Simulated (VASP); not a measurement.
Crystal: Ba4Te3.

```
Ba Te
1.0
     6.24715    0.00000    0.00000
     0.00000    6.24715    0.00000
     0.00000    0.00000    6.24715
Ba Te
4 3
Direct
  0.50000 0.50000 0.50000
  0.00000 0.50000 0.50000
  0.50000 0.00000 0.50000
  0.50000 0.50000 0.00000
  0.50000 0.00000 0.00000
  0.00000 0.50000 0.00000
  0.00000 0.00000 0.50000
```

The cell was generated, and may not be a known phase.

```yaml
Program: VASP 6.6.1
Task: relaxation of cell and atoms
Functional: PBE
Potentials_or_basis: VASP PAW PBE potentials, release 64 (Ba_sv, Te)
Cutoff: 600 eV
k_mesh: 4 × 4 × 4
Occupations: gaussian, width 0.1 eV
Spin: no spin polarisation
```

At the start: pressure 13.2 GPa; volume 34.83 Å³/atom.

Q: How do energy, volume and symmetry change on relaxing?

A: Over 3 steps the energy falls by 460.8 meV/atom and the volume is 50.25 Å³/atom (+44.3 %); space group Pm-3m (No. 221, to 0.1 Å) before and after.

Step by step:
```csv
step,energy change (eV),largest force (eV/Å),pressure (GPa),volume (Å³)
1,0.0000,0.0000,13.20,243.81
2,-3.2198,0.0000,-0.26,359.74
3,-3.2256,0.0000,0.05,351.73
```

Final structure:
```yaml
crystal:
  lattice:
    - [7.05889, 0.00000, 0.00000]
    - [0.00000, 7.05889, 0.00000]
    - [0.00000, 0.00000, 7.05889]
  atoms:
    - { symbol: Ba, position: [0.50000, 0.50000, 0.50000] }
    - { symbol: Ba, position: [0.00000, 0.50000, 0.50000] }
    - { symbol: Ba, position: [0.50000, 0.00000, 0.50000] }
    - { symbol: Ba, position: [0.50000, 0.50000, 0.00000] }
    - { symbol: Te, position: [0.50000, 0.00000, 0.00000] }
    - { symbol: Te, position: [0.00000, 0.50000, 0.00000] }
    - { symbol: Te, position: [0.00000, 0.00000, 0.50000] }
```

Caveat: the volume moved by over 15 % at a fixed basis, so the end points are rough; the highest band is partly filled, so the run has too few bands.
